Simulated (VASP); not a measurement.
A run of VASP 6.6.1 is set up as follows.

File POSCAR:

```
SiC
1.0
    3.0757543098      0.0000000029      0.0000000000
   -1.5378771574      2.6636813667      0.0000000000
    0.0000000000      0.0000000000     15.0941101308
Si C
6 6
Direct
    0.3333333333      0.6666666667      0.8329799328
    0.6666666667      0.3333333333      0.3329799328
    0.6666666667      0.3333333333      0.6665019998
    0.3333333333      0.6666666667      0.1665019998
    0.0000000000      0.0000000000      0.4997188914
    0.0000000000      0.0000000000      0.9997188914
    0.0000000000      0.0000000000      0.8743661593
    0.0000000000      0.0000000000      0.3743661593
    0.3333333333      0.6666666667      0.7079989695
    0.6666666667      0.3333333333      0.2079989695
    0.6666666667      0.3333333333      0.5415350473
    0.3333333333      0.6666666667      0.0415350473
```

File INCAR.step1:

```
ALGO     = Normal         # electronic algorithm
EDIFF    = 1E-5           # SCF threshold, eV
ENCUT    = 660            # plane-wave cutoff, eV
GGA      = PE             # functional
GGA_COMPAT= False        
ISMEAR   = 0              # smearing method
LASPH    = True           # aspherical terms in the spheres
LCHARG   = False          # write CHGCAR
LREAL    = False          # projectors in reciprocal space
LWAVE    = True           # write WAVECAR
NBANDS   = 36             # bands
NELM     = 120            # most SCF steps
PREC     = Accurate       # precision mode
SIGMA    = 0.02           # smearing width, eV
```

File INCAR.step2:

```
ALGO     = Normal         # electronic algorithm
BPARAM   = 11.95        
CPARAM   = 0.0093       
EDIFF    = 1E-6           # SCF threshold, eV
ENCUT    = 660            # plane-wave cutoff, eV
GGA_COMPAT= False        
ISIF     = 2              # what is computed and relaxed
ISMEAR   = 0              # smearing method
ISTART   = 1            
IVDW_NL  = 2            
LASPH    = True           # aspherical terms in the spheres
LCHARG   = True           # write CHGCAR
LELF     = True           # ELF
LMIXTAU  = True         
LREAL    = False          # projectors in reciprocal space
LUSE_VDW = True         
LVHAR    = True         
LWAVE    = False          # write WAVECAR
METAGGA  = R2SCAN         # meta-GGA
NBANDS   = 36             # bands
NELM     = 120            # most SCF steps
PREC     = Accurate       # precision mode
SIGMA    = 0.02           # smearing width, eV
```

KPOINTS

```
k-points
0
Gamma
  12 12 2
```

Potentials or basis: VASP PAW PBE potentials, release 64 (Si, C).

Launch:

```bash
$ cat potpaw_PBE.64/Si/POTCAR potpaw_PBE.64/C/POTCAR > POTCAR
$ cp INCAR.step1 INCAR
$ mpirun -np 1 vasp_std > vasp.out
$ cp INCAR.step2 INCAR
$ mpirun -np 1 vasp_std > vasp.out
```

Problem. Estimate the band gap on the k mesh.

Solution. 2.37 eV (least direct gap 3.53 eV).

Problem. Predict the pressure.

Solution. -0.4 GPa.

Caveat: the PAW data sets were made with another functional, which shifts forces and pressure a little. A k mesh can miss the band edges.
